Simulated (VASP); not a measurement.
# Ir (Pm-3m) in VASP: notebook

Ir is run at these levels: LDA; tasks: single point.

All numbers are computed with VASP 6.6.1; they aren't measurements. Logs are shortened: lines on timing, memory, paths and dates and some standing lists are left out, and cuts for length are marked.

### Step 1. The cell of the first run

Symmetry: Pm-3m, No. 221, cubic system. Conventional cell: a = 2.131 Å, b = 2.131 Å, c = 2.131 Å, α = 90.00°, β = 90.00°, γ = 90.00°. Within 2.8 Å of Ir (site symmetry m-3m) lie 6 Ir at 2.13 Å.

### Step 2. Single point, LDA (volume scaled by 0.6, level accurate)

The input, INCAR:

```
PREC = Accurate
ENCUT = 520
EDIFF = 1E-6
ISMEAR = -1
SIGMA = 0.1
LREAL = False
LASPH = True
NELM = 60
ALGO = Normal
ISIF = 2
LWAVE = False
LCHARG = True
GGA = CA
LELF = True
LVHAR = True
NBANDS = 10
```

The input, KPOINTS:

```
Automatic mesh
0
Gamma
  15 15 15
```

The input, POSCAR:

```
Ir
1.0
    2.1311929121      0.0000000000      0.0000000000
    0.0000000000      2.1311929121      0.0000000000
    0.0000000000      0.0000000000      2.1311929121
Ir
1
Direct
    0.0000000000      0.0000000000      0.0000000000
```

Potentials or basis: VASP PAW LDA potentials, release 64 (Ir).

On the command line:

```sh
$ cat potpaw_LDA.64/Ir/POTCAR > POTCAR
$ mpirun -np 1 vasp_std > vasp.out
```

OUTCAR:

```text
PREC = Accurate
   ENCUT = 520
   EDIFF = 1E-6
   ISMEAR = -1
   LREAL = False
   LASPH = True
   NELM = 60
   ISIF = 2
   GGA = CA

 ion  position               nearest neighbor table
   1  0.000  0.000  0.000-

  LATTYP: Found a simple cubic cell.
 ALAT       =     2.1311929121

  Lattice vectors:

 A1 = (   2.1311929121,   0.0000000000,   0.0000000000)
 A2 = (   0.0000000000,   2.1311929121,   0.0000000000)
 A3 = (   0.0000000000,   0.0000000000,   2.1311929121)

Analysis of symmetry for initial positions (statically):
=====================================================================
 Subroutine PRICEL returns:
 Original cell was already a primitive cell.

 Routine SETGRP: Setting up the symmetry group for a
 simple cubic supercell.

 Subroutine GETGRP returns: Found 48 space group operations
 (whereof 48 operations were pure point group operations)
 out of a pool of 48 trial point group operations.

The static configuration has the point symmetry O_h .

Analysis of symmetry for dynamics (positions and initial velocities):
=====================================================================
 Subroutine PRICEL returns:
 Original cell was already a primitive cell.

 Routine SETGRP: Setting up the symmetry group for a
 simple cubic supercell.

 Subroutine GETGRP returns: Found 48 space group operations
 (whereof 48 operations were pure point group operations)
 out of a pool of 48 trial point group operations.

The dynamic configuration has the point symmetry O_h .

 Subroutine INISYM returns: Found 48 space group operations
 (whereof 48 operations are pure point group operations),
 and found     1 'primitive' translations

----------------------------------------------------------------------------------------

                                     Primitive cell

  volume of cell :       9.6798

  direct lattice vectors                    reciprocal lattice vectors
     2.131192912  0.000000000  0.000000000     0.469220780  0.000000000  0.000000000
     0.000000000  2.131192912  0.000000000     0.000000000  0.469220780  0.000000000
     0.000000000  0.000000000  2.131192912     0.000000000  0.000000000  0.469220780

  length of vectors
     2.131192912  2.131192912  2.131192912     0.469220780  0.469220780  0.469220780

  position of ions in fractional coordinates (direct lattice)
     0.000000000  0.000000000  0.000000000

  ion indices of the primitive-cell ions
   primitive index   ion index
                 1           1

----------------------------------------------------------------------------------------

 KPOINTS: Automatic mesh

Automatic generation of k-mesh.
 Grid dimensions read from file:
 generate k-points for:   15   15   15

 Generating k-lattice:

  Cartesian coordinates                     Fractional coordinates (reciprocal lattice)
     0.031281385  0.000000000  0.000000000     0.066666667  0.000000000  0.000000000
     0.000000000  0.031281385  0.000000000     0.000000000  0.066666667  0.000000000
     0.000000000  0.000000000  0.031281385     0.000000000  0.000000000  0.066666667

  Length of vectors
     0.031281385  0.031281385  0.031281385

  Shift w.r.t. Gamma in fractional coordinates (k-lattice)
     0.000000000  0.000000000  0.000000000

 Subroutine IBZKPT returns following result:
 ===========================================

 Found    120 irreducible k-points:

 Following reciprocal coordinates:
            Coordinates               Weight
  0.000000  0.000000  0.000000      1.000000
  0.066667  0.000000  0.000000      6.000000
  0.133333  0.000000  0.000000      6.000000
  0.200000  0.000000  0.000000      6.000000
  0.266667  0.000000  0.000000      6.000000
  0.333333  0.000000  0.000000      6.000000
[... 16 lines left out ...]
  0.266667  0.200000  0.000000     24.000000
  0.333333  0.200000  0.000000     24.000000
 [... further k-points ...]
   k-points           NKPTS =    120   k-points in BZ     NKDIM =    120   number of bands    NBANDS=     10
   number of dos      NEDOS =    301   number of ions     NIONS =      1
   total plane-waves  NPLWV =   4096
   dimension x,y,z NGX =    16 NGY =   16 NGZ =   16
   dimension x,y,z NGXF=    32 NGYF=   32 NGZF=   32
   ions per type =               1
   NGX,Y,Z   is equivalent  to a cutoff of  12.48, 12.48, 12.48 a.u.
   NGXF,Y,Z  is equivalent  to a cutoff of  24.96, 24.96, 24.96 a.u.
 SYSTEM =  unknown system
   PREC   = accura    normal or accurate (medium, high low for compatibility)
   ISTART =      0    job   : 0-new  1-cont  2-samecut
   ICHARG =      2    charge: 1-file 2-atom 10-const
   ISPIN  =      1    spin polarized calculation?
   LNONCOLLINEAR =      F non collinear calculations
   LSORBIT =      F    spin-orbit coupling
   LASPH  =      T    aspherical Exc in radial PAW
   ENCUT  =  520.0 eV  38.22 Ry    6.18 a.u.   3.96  3.96  3.96*2*pi/ulx,y,z
   NELM   =     60;   NELMIN=  2; NELMDL= -5     # of ELM steps
   EDIFF  = 0.1E-05   stopping-criterion for ELM
   LREAL  =      F    real-space projection
   EDIFFG = 0.1E-04   stopping-criterion for IOM
   NSW    =      0    number of steps for IOM
   IBRION =     -1    ionic relax: 0-MD 1-quasi-New 2-CG
   NFREE  =      0    steps in history (QN), initial steepest desc. (CG)
   ISIF   =      2    stress and relaxation
   ISYM   =      2    0-nonsym 1-usesym 2-fastsym
   POTIM  = 0.5000    time-step for ionic-motion
   TEBEG  =    0.0;   TEEND  =   0.0 temperature during run
   PSTRESS=    0.0 pullay stress
   NELECT =       9.0000    total number of electrons
   NUPDOWN=      -1.0000    fix difference up-down
   EMIN   =  10.00;   EMAX   =-10.00  energy-range for DOS
   EFERMI =   0.00;   METHOD = LEGACY
   ISMEAR =    -1;   SIGMA  =   0.10  broadening in eV -4-tet -1-fermi 0-gaus
   EFERMI_NEDOS =   21; number of points for ismear=-14 and -15
   IALGO  =     38    algorithm
   IMIX   =      4    mixing-type and parameters
     AMIX     =   0.40;   BMIX     =  1.00
     AMIX_MAG =   1.60;   BMIX_MAG =  1.00
  volume/ion in A,a.u.               =       9.68        65.32
  Fermi-wavevector in a.u.,A,eV,Ry     =   1.597839  3.019477 34.736873  2.553088
  Thomas-Fermi vector in A             =   2.695382
   LORBIT       =      0    0 simple, 1 ext, 2 COOP (PROOUT), +10 PAW based schemes
   GGA     = CA    functional components
   LHFCALC =     F    Hartree Fock is set to
   AEXX    =    0.0000 exact exchange contribution
   IVDW    =     0    specifies the selected vdW correction
   LEPSILON=     F    determine dielectric tensor
   LRPA    =     F    only Hartree local field effects (RPA)
 non-spin polarized calculation
  energy-cutoff  :      520.00
  volume of cell :        9.68
 maximum number of plane-waves:       280
 NGX is ok and might be reduce to    16
   NGX =  7   NGY =  7   NGZ =  7

 number of electron       9.0000003 magnetization

 Free energy of the ion-electron system (eV)
  ---------------------------------------------------
  ext. energy  EPLUGINS =         0.00000000
  ---------------------------------------------------
  free energy    TOTEN  =        -3.05320238 eV

  energy without entropy =       -3.03512734  energy(sigma->0) =       -3.04416486

 E-fermi :  18.1993     XC(G=0): -16.2400

 val. band max:       18.1884335994   @ k =   0.4667   0.2667   0.0000
 cond. band min:      18.2063100599   @ k =   0.3333   0.3333   0.2667
 fundamental gap:      0.0178764605
 Fermi energy:        18.1993200564

 k-point     1 :       0.0000    0.0000    0.0000
  band No.  band energies     occupation
      1       3.2852      2.00000
      2       5.3597      2.00000
      3       5.3597      2.00000
      4      21.4165      0.00000
      5      21.4165      0.00000
      6      21.4165      0.00000
      7      37.6657      0.00000
      8      37.6657      0.00000
      9      37.6657      0.00000
     10      47.2505      0.00000

 k-point     2 :       0.0667    0.0000    0.0000
  band No.  band energies     occupation
      1       3.5311      2.00000
      2       5.4219      2.00000
      3       5.7076      2.00000
      4      20.9559      0.00000
      5      20.9559      0.00000
      6      21.4494      0.00000
      7      36.4702      0.00000
      8      38.2036      0.00000
      9      38.2036      0.00000
     10      46.6211      0.00000

 k-point     3 :       0.1333    0.0000    0.0000
  band No.  band energies     occupation
      1       4.0966      2.00000
      2       5.6013      2.00000
      3       6.8489      2.00000
      4      19.7935      0.00000
      5      19.7935      0.00000
      6      21.5431      0.00000
      7      34.0625      0.00000
      8      39.5692      0.00000
      9      39.5692      0.00000
     10      43.3274      0.00000

 k-point     4 :       0.2000    0.0000    0.0000
  band No.  band energies     occupation
      1       4.7613      2.00000
      2       5.8753      2.00000
      3       8.7757      2.00000
      4      18.3409      0.39056
      5      18.3409      0.39056
      6      21.6834      0.00000
      7      31.6429      0.00000
      8      40.3531      0.00000
      9      41.2944      0.00000
     10      41.2944      0.00000
[... 222 lines left out ...]
 k-point    22 :       0.2000    0.2000    0.0000
  band No.  band energies     occupation
      1       5.9561      2.00000
      2       8.4481      2.00000
      3       9.8553      2.00000
      4      15.5246      2.00000
      5      18.3652      0.31996
      6      19.1107      0.00022
      7      34.1079      0.00000
      8      35.1203      0.00000
      9      41.6790      0.00000
     10      45.1244      0.00000

 k-point    23 :       0.2667    0.2000    0.0000
  band No.  band energies     occupation
      1       6.4561      2.00000
      2       8.8089      2.00000
      3      11.2847      2.00000
      4      15.3147      2.00000
      5      17.2718      1.99981
      6      19.0521      0.00040
      7      32.2185      0.00000
      8      36.1225      0.00000
      9      40.7301      0.00000
     10      46.6899      0.00000

 k-point    24 :       0.3333    0.2000    0.0000
  band No.  band energies     occupation
      1       6.9600      2.00000
      2       8.7680      2.00000
      3      11.6520      2.00000
      4      16.1436      2.00000
      5      16.9712      1.99999
      6      19.2389      0.00006
      7      30.6739      0.00000
      8      37.3944      0.00000
      9      39.4573      0.00000
     10      47.7036      0.00000

 [... further k-points ...]

------------------------ aborting loop because EDIFF is reached ----------------------------------------

  FORCE on cell =-STRESS in cart. coord.  units (eV):
  Direction    XX          YY          ZZ          XY          YZ          ZX
  --------------------------------------------------------------------------------------
  -------------------------------------------------------------------------------------
  Total       29.1648445     29.1648445     29.1648445      0.0000000     -0.0000000      0.0000000
  in kB     4827.2740852   4827.2740852   4827.2740852      0.0000000     -0.0000000      0.0000000
  external PRESSURE =    4827.2740852 kB  Pullay stress =       0.0000000 kB

 VOLUME and BASIS-vectors are now :
 -----------------------------------------------------------------------------
  energy-cutoff  :      520.00
  volume of cell :        9.68
      direct lattice vectors                 reciprocal lattice vectors
     2.131192912  0.000000000  0.000000000     0.469220780  0.000000000  0.000000000
     0.000000000  2.131192912  0.000000000     0.000000000  0.469220780  0.000000000
     0.000000000  0.000000000  2.131192912     0.000000000  0.000000000  0.469220780

 POSITION                                       TOTAL-FORCE (eV/Angst)
 -----------------------------------------------------------------------------------
      0.00000      0.00000      0.00000         0.000000      0.000000      0.000000
 -----------------------------------------------------------------------------------
    total drift:                                0.000000     -0.000000      0.000000

  FREE ENERGIE OF THE ION-ELECTRON SYSTEM (eV)
  ---------------------------------------------------
  free  energy   TOTEN  =        -3.0532023785 eV

  energy  without entropy=       -3.0351273363  energy(sigma->0) =       -3.04416486
```

Run time: 10 s. Hardware: 1 thread of Intel Xeon 6975P-C, shared host; peak memory 0.12 GiB.

Results:

```yaml
Free_energy: -3.0532 eV
Pressure: 482.7 GPa
```

Caveat: spin-orbit coupling is left out, which moves the levels of the heavy elements.

### Step 3. Single point, LDA (volume scaled by 0.68)

INCAR: that of step 2 with these lines changed.

```diff
@@ -11,6 +11,4 @@
 LWAVE = False
-LCHARG = True
+LCHARG = False
 GGA = CA
-LELF = True
-LVHAR = True
 NBANDS = 10
```

KPOINTS is that of step 2.

The input, POSCAR:

```
Ir
1.0
    2.2219894056      0.0000000000      0.0000000000
    0.0000000000      2.2219894056      0.0000000000
    0.0000000000      0.0000000000      2.2219894056
Ir
1
Direct
    0.0000000000      0.0000000000      0.0000000000
```

Potentials or basis: VASP PAW LDA potentials, release 64 (Ir).

On the command line:

```sh
$ cat potpaw_LDA.64/Ir/POTCAR > POTCAR
$ mpirun -np 1 vasp_std > vasp.out
```

Run time: 20 s. Hardware: 1 thread of Intel Xeon 6975P-C, shared host; peak memory 0.13 GiB.

The run converged. Its results:

```
Free energy : -6.0581 eV
Pressure    : 280.0 GPa
```

Levels at points of the mesh, in eV from the Fermi level:
| k point | band 1 | band 2 | band 3 | band 4 | band 5 | band 6 | band 7 | band 8 | band 9 | band 10 |
| --- | --- | --- | --- | --- | --- | --- | --- | --- | --- | --- |
| (0.00, 0.00, 0.00) | -13.53 | -10.90 | -10.90 | 2.67 | 2.67 | 2.67 | 18.55 | 18.55 | 18.55 | 27.18 |

Caveat: spin-orbit coupling is left out, which moves the levels of the heavy elements.

### Step 4. Single point, LDA (volume scaled by 0.68)

The input, INCAR:

```
ALGO = Normal
EDIFF = 1E-6
ENCUT = 520
ISIF = 2
ISMEAR = -1
LASPH = True
LCHARG = False
LREAL = False
LWAVE = False
NBANDS = 10
NELM = 80
PREC = Accurate
SIGMA = 0.1
```

The input, KPOINTS:

```
k-points
0
Gamma
  15 15 15
```

POSCAR is that of step 3.

On the command line:

```sh
$ cat potpaw_LDA.64/Ir/POTCAR > POTCAR
$ mpirun -np 1 vasp_std > vasp.out
```

It took 19 s on 1 thread of Intel Xeon 6975P-C, shared host; peak memory 0.13 GiB.

The run converged. Its results:

| Property | Result |
| --- | --- |
| Free energy | -6.0581 eV |
| Pressure | 280.0 GPa |

Levels at points of the mesh, in eV from the Fermi level:
```tsv
k point	band 3	band 4	band 5	band 6	band 7	band 8
(0.00, 0.00, 0.00)	-10.90	2.67	2.67	2.67	18.55	18.55
```

Caveat: spin-orbit coupling is left out, which moves the levels of the heavy elements.

(Part 1 of 2 ends here.)
